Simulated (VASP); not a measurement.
A run of VASP 6.6.1 is set up as follows.

POSCAR

```
PtS2
1.0
    3.5432000000      0.0000000000      0.0000000000
   -1.7716000000      3.0685012107      0.0000000000
    0.0000000000      0.0000000000      5.0388000000
Pt S
1 2
Direct
    0.0000000000      0.0000000000      0.0000000000
    0.6666666667      0.3333333333      0.7730000000
    0.3333333333      0.6666666667      0.2270000000
```

The input INCAR.step1:

```
PREC = Accurate
ENCUT = 520
ISMEAR = -1
SIGMA = 0.1
LREAL = F
LASPH = T
NELM = 100
NBANDS = 18
GGA = PE
ALGO = Normal
EDIFF = 1E-4
LWAVE = T
LCHARG = F
```

Contents of INCAR.step2:

```
PREC = Accurate
ENCUT = 520
EDIFF = 1E-7
ISMEAR = -1
SIGMA = 0.1
LREAL = F
LASPH = T
NELM = 100
ALGO = Normal
ISIF = 2
LWAVE = F
LCHARG = F
METAGGA = R2SCAN
LMIXTAU = T
NBANDS = 18
ISTART = 1
```

The input KPOINTS:

```
Automatic mesh
0
Gamma
  7 7 5
```

Potentials or basis: VASP PAW PBE potentials, release 64 (Pt, S).

The run is started by

```console
$ cat potpaw_PBE.64/Pt/POTCAR potpaw_PBE.64/S/POTCAR > POTCAR
$ cp INCAR.step1 INCAR
$ mpirun -np 1 vasp_std > vasp.out
$ cp INCAR.step2 INCAR
$ mpirun -np 1 vasp_std > vasp.out
```

Q: Predict the pressure.

A: 9.2 GPa.

Q: Estimate the largest force.

A: 1.212 eV/Å.

Q: What does it give for the band gap on the k mesh?

A: 1.05 eV, indirect (least direct gap 1.35 eV).

Forces in eV/Å, atoms in the order of the input:
```
Pt   0.000  0.000  0.000
S    0.000  0.000 -1.212
S    0.000  0.000  1.212
```

Caveat: the PAW data sets were made with another functional, which shifts forces and pressure a little; spin-orbit coupling is left out, which moves the levels of the heavy elements. r2SCAN opens gaps a little over a GGA but as a rule still falls short of measured ones.
